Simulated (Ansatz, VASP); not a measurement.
**Hf2N: VASP beside Ansatz**

```xyz
6
Lattice="5.7044 0.0000 0.0000 0.0000 5.7044 0.0000 0.0000 0.0000 2.7813" Properties=species:S:1:pos:R:3 pbc="T T T"
Hf    1.6855    1.6855    0.0000
Hf    4.0190    4.0190    0.0000
Hf    4.5377    1.1668    1.3907
Hf    1.1668    4.5377    1.3907
N     0.0000    0.0000    0.0000
N     2.8522    2.8522    1.3907
```

Alike in both runs: task single point; functional PBEsol; k mesh 10 × 10 × 16; occupations gaussian, width 0.15 eV; no spin polarisation.

|  | VASP | Ansatz |
| --- | --- | --- |
| version | VASP 6.6.1 | Ansatz 0.2.0 |
| potentials or method | VASP PAW PBE potentials, release 64 (Hf_pv, N), cutoff 520 eV | scalar-relativistic, plane waves, PAW |
| valence electrons in the cell | 50 | 114 |

VASP gave:

```
gap on the k mesh at the Fermi level (eV)                     : none
pressure (GPa)                                                : 5.8
traceless stress, the component that is largest in VASP (GPa) : 46.54
rms of the force components (eV/Å)                            : 0.031
```

**Question.** Estimate Ansatz's values.

**Answer.** gap on the k mesh at the Fermi level (eV): none; pressure (GPa): 6.9; traceless stress, the component that is largest in VASP (GPa): 46.76; rms of the force components (eV/Å): 0.044.

VASP's potentials were made for PBE, not for PBEsol. Atom by atom the forces differ by 0.013 eV/Å (rms over components). A gap of «none» marks a metal or a gap that the smearing closes. With one functional, cell and mesh, what is left measures potentials, basis and numerics. VASP's potentials hold 50 valence electrons a cell and Ansatz's 114, so a difference there can come from the potentials and not from the codes.

Spin-orbit coupling is off throughout.
